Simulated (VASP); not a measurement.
Here is a VASP 6.6.1 calculation.

The input INCAR:

```
SYSTEM = Sb2Au3
  PREC = Accurate
  ENCUT = 520
  EDIFF = 1E-6
  ISMEAR = 0
  SIGMA = 0.1
  LREAL = .False.
  LASPH = .True.
  NELM = 100
  ALGO = Normal
  ISIF = 2
  LWAVE = .False.
  LCHARG = .False.
  GGA = PE
  NBANDS = 30
```

File KPOINTS:

```
Automatic mesh
0
Gamma
  3 3 3
  0 0 0
```

File POSCAR:

```
Sb2Au3
1.0
    3.8768152400      2.2382803200      3.0885642000
   -3.8768152400      2.2382803200      3.0885642000
    0.0000000000     -4.4765606500      3.0885642000
Sb Au
2 3
Direct
    0.8187567600      0.8187567600      0.8187567600
    0.1812432400      0.1812432400      0.1812432400
    0.0000000000      0.5000000000      0.0000000000
    0.0000000000      0.0000000000      0.5000000000
    0.5000000000      0.0000000000      0.0000000000
```

Potentials or basis: VASP PAW PBE potentials, release 64 (Sb, Au).

Command:

```sh
$ cat potpaw_PBE.64/Sb/POTCAR potpaw_PBE.64/Au/POTCAR > POTCAR
$ mpirun -np 1 vasp_std > vasp.out
```

Question: What does it give for the pressure?

Answer: 31.8 GPa.

Question: Estimate the largest force.

Answer: 0.859 eV/Å.

Forces on the atoms (eV/Å):
```
Sb   0.000  0.000 -0.859
Sb   0.000  0.000  0.859
Au   0.000  0.000  0.000
Au   0.000  0.000  0.000
Au   0.000  0.000  0.000
```

Caveat: the k points lie up to 0.39 Å⁻¹ apart.
